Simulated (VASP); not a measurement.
# P (Cmce) in VASP: a series of runs

The runs below take P through single point, with PBE.

Program: VASP 6.6.1. These are calculated values, not measurements. Logs are shortened: lines on timing, memory, paths and dates and some standing lists are left out, and cuts for length are marked.

## (1) The cell of the first run

Symmetry: Cmce, No. 64, orthorhombic system. Conventional cell: a = 3.309 Å, b = 11.557 Å, c = 4.591 Å, α = 90.00°, β = 90.00°, γ = 90.00°. P (site symmetry m) has 3 P at 2.23 to 2.27 Å within 2.9 Å.

## (2) Single point, PBE (21.95 Å³/atom)

INCAR reads:

```
ALGO = Normal
EDIFF = 1E-7
ENCUT = 520
GGA = PE
ISIF = 2
ISMEAR = 0
LASPH = True
LCHARG = False
LREAL = False
LWAVE = False
NBANDS = 18
NELM = 80
PREC = Accurate
SIGMA = 0.01
```

KPOINTS reads:

```
k-points
0
Gamma
  12 12 8
```

POSCAR reads:

```
P
1.0
    1.6546057105     -5.7787440138      0.0000000000
    1.6546057105      5.7787440138      0.0000000000
    0.0000000000      0.0000000000      4.5914266844
P
4
Direct
    0.9083750595      0.0916249405      0.0874668967
    0.5916249405      0.4083750595      0.5874668967
    0.0916249405      0.9083750595      0.9125331033
    0.4083750595      0.5916249405      0.4125331033
```

Potentials or basis: VASP PAW PBE potentials, release 64 (P).

On the command line:

```sh
$ cat potpaw_PBE.64/P/POTCAR > POTCAR
$ mpirun -np 1 vasp_std > vasp.out
```

OUTCAR:

```text
EDIFF = 1E-7
   ENCUT = 520
   GGA = PE
   ISIF = 2
   ISMEAR = 0
   LASPH = True
   LREAL = False
   NELM = 80
   PREC = Accurate

 ion  position               nearest neighbor table
   1  0.908  0.092  0.087-   4 2.23   4 2.23   3 2.27
   2  0.592  0.408  0.587-   3 2.23   3 2.23   4 2.27
   3  0.092  0.908  0.913-   2 2.23   2 2.23   1 2.27
   4  0.408  0.592  0.413-   1 2.23   1 2.23   2 2.27

  LATTYP: Found a base centered orthorhombic cell.
 ALAT       =     3.3092114210
 B/A-ratio  =     3.4925202887
 C/A-ratio  =     1.3874685235

  Lattice vectors:

 A1 = (   1.6546057105,  -5.7787440138,   0.0000000000)
 A2 = (   1.6546057105,   5.7787440138,   0.0000000000)
 A3 = (   0.0000000000,   0.0000000000,   4.5914266844)

Analysis of symmetry for initial positions (statically):
=====================================================================
 Subroutine PRICEL returns:
 Original cell was already a primitive cell.

 Routine SETGRP: Setting up the symmetry group for a
 base centered orthorhombic supercell.

 Subroutine GETGRP returns: Found  8 space group operations
 (whereof  4 operations were pure point group operations)
 out of a pool of  8 trial point group operations.

The static configuration has the point symmetry C_2h.
 The point group associated with its full space group is D_2h.

Analysis of symmetry for dynamics (positions and initial velocities):
=====================================================================
 Subroutine PRICEL returns:
 Original cell was already a primitive cell.

 Routine SETGRP: Setting up the symmetry group for a
 base centered orthorhombic supercell.

 Subroutine GETGRP returns: Found  8 space group operations
 (whereof  4 operations were pure point group operations)
 out of a pool of  8 trial point group operations.

The dynamic configuration has the point symmetry C_2h.
 The point group associated with its full space group is D_2h.

 Subroutine INISYM returns: Found  8 space group operations
 (whereof  4 operations are pure point group operations),
 and found     1 'primitive' translations

----------------------------------------------------------------------------------------

                                     Primitive cell

  volume of cell :      87.8022

  direct lattice vectors                    reciprocal lattice vectors
     1.654605711 -5.778744014  0.000000000     0.302186797 -0.086523992  0.000000000
     1.654605711  5.778744014  0.000000000     0.302186797  0.086523992  0.000000000
     0.000000000  0.000000000  4.591426684     0.000000000  0.000000000  0.217797227

  length of vectors
     6.010956865  6.010956865  4.591426684     0.314329861  0.314329861  0.217797227

  position of ions in fractional coordinates (direct lattice)
     0.908375060  0.091624940  0.087466897
     0.591624940  0.408375060  0.587466897
     0.091624940  0.908375060  0.912533103
     0.408375060  0.591624940  0.412533103

  ion indices of the primitive-cell ions
   primitive index   ion index
                 1           1
                 2           2
                 3           3
                 4           4

----------------------------------------------------------------------------------------

 KPOINTS: k-points

Automatic generation of k-mesh.
 Grid dimensions read from file:
 generate k-points for:   12   12    8

 Generating k-lattice:

  Cartesian coordinates                     Fractional coordinates (reciprocal lattice)
     0.025182233 -0.007210333  0.000000000     0.083333333 -0.000000000  0.000000000
     0.025182233  0.007210333  0.000000000    -0.000000000  0.083333333  0.000000000
     0.000000000  0.000000000  0.027224653     0.000000000  0.000000000  0.125000000

  Length of vectors
     0.026194155  0.026194155  0.027224653

  Shift w.r.t. Gamma in fractional coordinates (k-lattice)
     0.000000000  0.000000000  0.000000000

 Subroutine IBZKPT returns following result:
 ===========================================

 Found    215 irreducible k-points:

 Following reciprocal coordinates:
            Coordinates               Weight
  0.000000  0.000000  0.000000      1.000000
  0.083333  0.000000  0.000000      4.000000
  0.166667  0.000000  0.000000      4.000000
  0.250000  0.000000  0.000000      4.000000
  0.333333  0.000000  0.000000      4.000000
  0.416667  0.000000  0.000000      4.000000
[... 16 lines left out ...]
  0.500000  0.166667  0.000000      4.000000
 -0.416667  0.166667  0.000000      4.000000
 [... further k-points ...]
   k-points           NKPTS =    215   k-points in BZ     NKDIM =    215   number of bands    NBANDS=     18
   number of dos      NEDOS =    301   number of ions     NIONS =      4
   total plane-waves  NPLWV =  82944
   dimension x,y,z NGX =    48 NGY =   48 NGZ =   36
   dimension x,y,z NGXF=    96 NGYF=   96 NGZF=   72
   ions per type =               4
   NGX,Y,Z   is equivalent  to a cutoff of  13.28, 13.28, 13.03 a.u.
   NGXF,Y,Z  is equivalent  to a cutoff of  26.55, 26.55, 26.07 a.u.
 SYSTEM =  unknown system
   PREC   = accura    normal or accurate (medium, high low for compatibility)
   ISTART =      0    job   : 0-new  1-cont  2-samecut
   ICHARG =      2    charge: 1-file 2-atom 10-const
   ISPIN  =      1    spin polarized calculation?
   LNONCOLLINEAR =      F non collinear calculations
   LSORBIT =      F    spin-orbit coupling
   LASPH  =      T    aspherical Exc in radial PAW
   ENCUT  =  520.0 eV  38.22 Ry    6.18 a.u.  11.18 11.18  8.54*2*pi/ulx,y,z
   NELM   =     80;   NELMIN=  2; NELMDL= -5     # of ELM steps
   EDIFF  = 0.1E-06   stopping-criterion for ELM
   LREAL  =      F    real-space projection
   EDIFFG = 0.1E-05   stopping-criterion for IOM
   NSW    =      0    number of steps for IOM
   IBRION =     -1    ionic relax: 0-MD 1-quasi-New 2-CG
   NFREE  =      0    steps in history (QN), initial steepest desc. (CG)
   ISIF   =      2    stress and relaxation
   ISYM   =      2    0-nonsym 1-usesym 2-fastsym
   POTIM  = 0.5000    time-step for ionic-motion
   TEBEG  =    0.0;   TEEND  =   0.0 temperature during run
   PSTRESS=    0.0 pullay stress
   NELECT =      20.0000    total number of electrons
   NUPDOWN=      -1.0000    fix difference up-down
   EMIN   =  10.00;   EMAX   =-10.00  energy-range for DOS
   EFERMI =   0.00;   METHOD = LEGACY
   ISMEAR =     0;   SIGMA  =   0.01  broadening in eV -4-tet -1-fermi 0-gaus
   EFERMI_NEDOS =   21; number of points for ismear=-14 and -15
   IALGO  =     38    algorithm
   IMIX   =      4    mixing-type and parameters
     AMIX     =   0.40;   BMIX     =  1.00
     AMIX_MAG =   1.60;   BMIX_MAG =  1.00
  volume/ion in A,a.u.               =      21.95       148.13
  Fermi-wavevector in a.u.,A,eV,Ry     =   0.999807  1.889362 13.600582  0.999615
  Thomas-Fermi vector in A             =   2.132122
   LORBIT       =      0    0 simple, 1 ext, 2 COOP (PROOUT), +10 PAW based schemes
   GGA     = PE    functional components
   LHFCALC =     F    Hartree Fock is set to
   AEXX    =    0.0000 exact exchange contribution
   IVDW    =     0    specifies the selected vdW correction
   LEPSILON=     F    determine dielectric tensor
   LRPA    =     F    only Hartree local field effects (RPA)
 non-spin polarized calculation
 Gauss-broadening in eV      SIGMA  =   0.01
  energy-cutoff  :      520.00
  volume of cell :       87.80
 maximum number of plane-waves:      2387
 NGX is ok and might be reduce to    48
   NGX = 23   NGY = 23   NGZ = 17

 number of electron      20.0000000 magnetization

 Free energy of the ion-electron system (eV)
  ---------------------------------------------------
  ext. energy  EPLUGINS =         0.00000000
  ---------------------------------------------------
  free energy    TOTEN  =       -21.50773249 eV

  energy without entropy =      -21.50773249  energy(sigma->0) =      -21.50773249

 E-fermi :   5.0433     XC(G=0):  -9.0519

 val. band max:        4.9435211293   @ k =   0.5000   0.5000   0.0000
 cond. band min:       5.1907184592   @ k =   0.5000   0.5000   0.0000
 fundamental gap:      0.2471973299
 Fermi energy:         5.0432945545

 k-point     1 :       0.0000    0.0000    0.0000
  band No.  band energies     occupation
      1     -10.3908      2.00000
      2      -7.7983      2.00000
      3      -4.5702      2.00000
      4      -1.3451      2.00000
      5      -0.0023      2.00000
      6       0.2868      2.00000
[... 10 lines left out ...]
     17      11.6179      0.00000
     18      12.1269      0.00000

 k-point     2 :       0.0833    0.0000    0.0000
  band No.  band energies     occupation
      1     -10.3074      2.00000
      2      -7.7160      2.00000
      3      -4.6019      2.00000
      4      -1.2727      2.00000
      5      -0.1057      2.00000
      6       0.3520      2.00000
[... 10 lines left out ...]
     17      11.5777      0.00000
     18      11.7710      0.00000

 k-point     3 :       0.1667    0.0000    0.0000
  band No.  band energies     occupation
      1     -10.0583      2.00000
      2      -7.4692      2.00000
      3      -4.7482      2.00000
      4      -1.0626      2.00000
      5      -0.5911      2.00000
      6      -0.0580      2.00000
[... 10 lines left out ...]
     17      10.4630      0.00000
     18      11.4875      0.00000

 k-point     4 :       0.2500    0.0000    0.0000
  band No.  band energies     occupation
      1      -9.6477      2.00000
      2      -7.0589      2.00000
      3      -5.1342      2.00000
      4      -1.5696      2.00000
      5      -0.7414      2.00000
      6      -0.6683      2.00000
[... 375 lines left out ...]
      4      -3.7788      2.00000
      5      -0.6317      2.00000
      6      -0.0778      2.00000
[... 10 lines left out ...]
     17      11.2609      0.00000
     18      11.7775      0.00000

 k-point    23 :       0.5000    0.1667    0.0000
  band No.  band energies     occupation
      1      -9.0480      2.00000
      2      -6.5780      2.00000
      3      -5.8305      2.00000
      4      -2.6607      2.00000
      5      -0.8276      2.00000
      6      -0.2213      2.00000
[... 10 lines left out ...]
     17      11.2725      0.00000
     18      11.4770      0.00000

 k-point    24 :      -0.4167    0.1667    0.0000
  band No.  band energies     occupation
      1      -9.6129      2.00000
      2      -7.1482      2.00000
      3      -5.1353      2.00000
      4      -1.5354      2.00000
      5      -0.6751      2.00000
      6      -0.5592      2.00000
[... 10 lines left out ...]
     17      10.7190      0.00000
     18      10.7574      0.00000

 [... further k-points ...]

------------------------ aborting loop because EDIFF is reached ----------------------------------------

  FORCE on cell =-STRESS in cart. coord.  units (eV):
  Direction    XX          YY          ZZ          XY          YZ          ZX
  --------------------------------------------------------------------------------------
  -------------------------------------------------------------------------------------
  Total       -0.2536663     -0.2535075     -0.2627282      0.0000000     -0.0000000      0.0000000
  in kB       -4.6287928     -4.6258943     -4.7941496      0.0000000     -0.0000000      0.0000000
  external PRESSURE =      -4.6829455 kB  Pullay stress =       0.0000000 kB

 VOLUME and BASIS-vectors are now :
 -----------------------------------------------------------------------------
  energy-cutoff  :      520.00
  volume of cell :       87.80
      direct lattice vectors                 reciprocal lattice vectors
     1.654605711 -5.778744014  0.000000000     0.302186797 -0.086523992  0.000000000
     1.654605711  5.778744014  0.000000000     0.302186797  0.086523992  0.000000000
     0.000000000  0.000000000  4.591426684     0.000000000  0.000000000  0.217797227

 POSITION                                       TOTAL-FORCE (eV/Angst)
 -----------------------------------------------------------------------------------
      1.65461     -4.71979      0.40160         0.000000     -0.036044      0.038943
      1.65461     -1.05895      2.69731         0.000000      0.036044      0.038943
      1.65461      4.71979      4.18983         0.000000      0.036044     -0.038943
      1.65461      1.05895      1.89412         0.000000     -0.036044     -0.038943
 -----------------------------------------------------------------------------------
    total drift:                               -0.000000     -0.000000      0.000000

  FREE ENERGIE OF THE ION-ELECTRON SYSTEM (eV)
  ---------------------------------------------------
  free  energy   TOTEN  =       -21.5077324881 eV

  energy  without entropy=      -21.5077324881  energy(sigma->0) =      -21.50773249
```

Wall time 8 min (1 thread of Intel Xeon 8259CL, shared host); peak memory 0.42 GiB.

What came out:

- Free energy: -21.5077 eV
- Pressure: -0.5 GPa
- Largest force: 0.053 eV/Å
- Band gap on the k mesh: 0.25 eV

Forces in eV/Å, atoms in the order of the input:
```
P    0.000 -0.036  0.039
P    0.000  0.036  0.039
P    0.000  0.036 -0.039
P    0.000 -0.036 -0.039
```

Caveat: semilocal functionals underestimate gaps, and a narrow one can read as zero.

## (3) Single point, PBE (22.59 Å³/atom)

This run uses another cell than the first one, of 22.59 Å³/atom.

INCAR reads:

```
SYSTEM = P
  PREC = Accurate
  ENCUT = 520
  EDIFF = 1E-6
  ISMEAR = 0
  SIGMA = 0.01
  LREAL = .FALSE.
  LASPH = .TRUE.
  NELM = 80
  ALGO = Normal
  ISIF = 2
  LWAVE = .FALSE.
  LCHARG = .FALSE.
  GGA = PE
  NBANDS = 18
```

KPOINTS reads:

```
Automatic mesh
0
G
  12 12 8
  0 0 0
```

POSCAR reads:

```
P
1.0
    1.6539768700     -5.9176260105      0.0000000000
    1.6539768700      5.9176260105      0.0000000000
    0.0000000000      0.0000000000      4.6160161905
P
4
Direct
    0.9106984348      0.0893015652      0.0883551862
    0.5893015652      0.4106984348      0.5883551862
    0.0893015652      0.9106984348      0.9116448138
    0.4106984348      0.5893015652      0.4116448138
```

Potentials or basis: VASP PAW PBE potentials, release 64 (P).

On the command line:

```sh
$ cat potpaw_PBE.64/P/POTCAR > POTCAR
$ mpirun -np 1 vasp_std > vasp.out
```

Wall time 7.6 min (1 thread of Intel Xeon 8259CL, shared host); peak memory 0.43 GiB.

The run converged. Its results:

| Quantity | Value |
| --- | --- |
| Free energy | -21.5045 eV |
| Pressure | -0.6 GPa |
| Largest force | 0.051 eV/Å |
| Band gap on the k mesh | 0.34 eV |

Forces on the atoms (eV/Å):
```
P    0.000 -0.036  0.037
P    0.000  0.036  0.037
P    0.000  0.036 -0.037
P    0.000 -0.036 -0.037
```

Levels at points of the mesh, in eV from the valence-band top:
```tsv
k point	band 6	band 7	band 8	band 9	band 10	band 11	band 12	band 13	band 14	band 15
(0.00, 0.00, 0.00)	-4.60	-3.60	-2.33	-2.08	-0.67	0.92	1.39	2.31	3.01	5.61
(0.50, 0.00, 0.00)	-5.19	-3.03	-3.03	-2.28	-2.28	0.92	0.92	1.81	1.81	3.47
(0.50, 0.50, 0.00)	-5.00	-3.63	-2.01	-1.53	0.00	0.34	1.28	2.40	2.97	4.96
(0.00, 0.00, 0.50)	-3.71	-2.82	-2.82	-1.45	-1.45	1.77	1.77	3.26	3.26	4.43
(0.50, 0.00, 0.50)	-5.21	-4.90	-4.90	-1.47	-1.47	2.02	2.02	3.54	3.54	5.06
(0.50, 0.50, 0.50)	-2.83	-2.77	-2.77	-1.67	-1.67	1.75	1.75	2.76	2.76	3.37
```

Caveat: semilocal functionals underestimate gaps, and a narrow one can read as zero. A k mesh can miss the band edges.
